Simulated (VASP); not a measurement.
GeAs5:

```
Ge As
1.0
     4.95656    0.00000    0.00000
    -2.47828    4.29251    0.00000
     0.00000    0.00000    5.54988
Ge As
1 5
Cartesian
  0.0000 0.0000 2.7749
  2.4783 1.4308 4.2522
  0.0000 0.0000 0.0000
  2.4783 1.4308 1.2977
  0.0000 2.8617 1.2977
  0.0000 2.8617 4.2522
```

The cell was generated, and may not be a known phase.

* Program: VASP 6.6.1
* Task: relaxation of cell and atoms
* Functional: PBE
* Potentials or basis: VASP PAW PBE potentials, release 64 (Ge_d, As)
* Cutoff: 600 eV
* k mesh: 12 × 12 × 8
* Occupations: gaussian, width 0.1 eV
* Spin: no spin polarisation

At the start: pressure 0.6 GPa; volume 19.68 Å³/atom.

**Question.** Where does the relaxation end?

**Answer.** Over 9 steps the energy falls by 5.7 meV/atom and the volume is 19.70 Å³/atom (+0.1 %); space group P6/mmm (No. 191, to 0.1 Å) before and after.

Step by step:
```tsv
step	energy change (eV)	largest force (eV/Å)	pressure (GPa)	volume (Å³)
1	0.0000	0.1193	0.60	118.08
2	-0.0220	0.0157	-0.48	119.33
3	-0.0251	0.0229	-0.94	119.92
4	-0.0341	0.0230	-0.06	118.23
5	-0.0341	0.0225	-0.11	118.31
6	-0.0343	0.0103	0.03	118.14
7	-0.0343	0.0114	0.00	118.16
8	-0.0343	0.0111	0.03	118.15
9	-0.0343	0.0092	0.00	118.18
```

Final structure:
```xyz
6
Lattice="4.8930 0.0000 0.0000 -2.4465 4.2375 0.0000 0.0000 0.0000 5.7000" Properties=species:S:1:pos:R:3 pbc="T T T"
Ge    4.8930    0.0000    2.8500
As    2.4465    1.4125    4.3592
As    4.8930    0.0000    0.0000
As    2.4465    1.4125    1.3407
As    0.0000    2.8250    1.3407
As    0.0000    2.8250    4.3592
```

Caveat: an odd number of electrons without spin polarisation forces a metal; a magnetic or distorted state may lie lower.
